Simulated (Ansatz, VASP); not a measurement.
**Two plane-wave programs on Cu**

INCAR

```
SYSTEM = Cu
PREC = Accurate
ENCUT = 520
EDIFF = 1E-6
ISMEAR = 0
SIGMA = 0.1
LREAL = Auto
LASPH = .True.
NELM = 80
ALGO = Normal
ISIF = 2
LWAVE = .False.
LCHARG = .False.
GGA = PE
NBANDS = 102
```

File KPOINTS:

```
regular mesh
0
Gamma
  5 5 5
  0 0 0
```

Contents of POSCAR:

```
Cu
1.0
    3.6298028101      3.6298028101     -3.6298028101
   -3.6298028101     -3.6298028101     -3.6298028101
   -3.6298028101      3.6298028101      3.6298028101
Cu
16
Direct
    0.2500000000      0.7500000000      0.0000000000
    0.5000000000      0.5000000000      0.0000000000
    0.7500000000      0.2500000000      0.0000000000
    0.7500000000      0.7500000000      0.5000000000
    0.0000000000      0.7500000000      0.2500000000
    0.2500000000      0.5000000000      0.2500000000
    0.5000000000      0.2500000000      0.2500000000
    0.7500000000      0.0000000000      0.2500000000
    0.0000000000      0.0000000000      0.0000000000
    0.5000000000      0.7500000000      0.7500000000
    0.7500000000      0.5000000000      0.7500000000
    0.0000000000      0.5000000000      0.5000000000
    0.2500000000      0.2500000000      0.5000000000
    0.5000000000      0.0000000000      0.5000000000
    0.0000000000      0.2500000000      0.7500000000
    0.2500000000      0.0000000000      0.7500000000
```

Input for Ansatz:

```yaml
crystal:
  lattice:
    - [3.6298028101, 3.6298028101, -3.6298028101]
    - [-3.6298028101, -3.6298028101, -3.6298028101]
    - [-3.6298028101, 3.6298028101, 3.6298028101]
  atoms:
    - { symbol: Cu, position: [0.25, 0.75, 0.0] }
    - { symbol: Cu, position: [0.5, 0.5, 0.0] }
    - { symbol: Cu, position: [0.75, 0.25, 0.0] }
    - { symbol: Cu, position: [0.75, 0.75, 0.5] }
    - { symbol: Cu, position: [0.0, 0.75, 0.25] }
    - { symbol: Cu, position: [0.25, 0.5, 0.25] }
    - { symbol: Cu, position: [0.5, 0.25, 0.25] }
    - { symbol: Cu, position: [0.75, 0.0, 0.25] }
    - { symbol: Cu, position: [0.0, 0.0, 0.0] }
    - { symbol: Cu, position: [0.5, 0.75, 0.75] }
    - { symbol: Cu, position: [0.75, 0.5, 0.75] }
    - { symbol: Cu, position: [0.0, 0.5, 0.5] }
    - { symbol: Cu, position: [0.25, 0.25, 0.5] }
    - { symbol: Cu, position: [0.5, 0.0, 0.5] }
    - { symbol: Cu, position: [0.0, 0.25, 0.75] }
    - { symbol: Cu, position: [0.25, 0.0, 0.75] }
basis:
  ecutwfc: 420
  xc_grid: 2
kpoints:
  mp_grid: { grid: [5, 5, 5], shift: [0.0, 0.0, 0.0] }
hamiltonian:
  xc: pbe
scf:
  occupations: { method: gaussian, width: 0.1 }
output:
  forces: true
  stress: true
  eigenvalues: true
  write_density: true
  write_potential: true
  elf: true
  volumetric_format: npy
```

Alike in both runs: task single point; functional PBE; k mesh 5 × 5 × 5; occupations gaussian, width 0.1 eV; no spin polarisation.

|  | VASP | Ansatz |
| --- | --- | --- |
| version | VASP 6.6.1 | Ansatz 0.2.0 |
| potentials or method | VASP PAW PBE potentials, release 64 (Cu), cutoff 520 eV | scalar-relativistic, plane waves, PAW |
| valence electrons in the cell | 176 | 304 |

Ansatz gave:

| Property | Result |
| --- | --- |
| gap on the k mesh at the Fermi level (eV) | none |
| pressure (GPa) | 0.0 |

Task: Estimate VASP's values.

Result: gap on the k mesh at the Fermi level (eV): none; pressure (GPa): 0.6.

A gap of «none» marks a metal or a gap that the smearing closes. The functional is the same, so the differences come from potentials, cutoffs and numerics. VASP's potentials hold 176 valence electrons a cell and Ansatz's 304, so a difference there can come from the potentials and not from the codes.
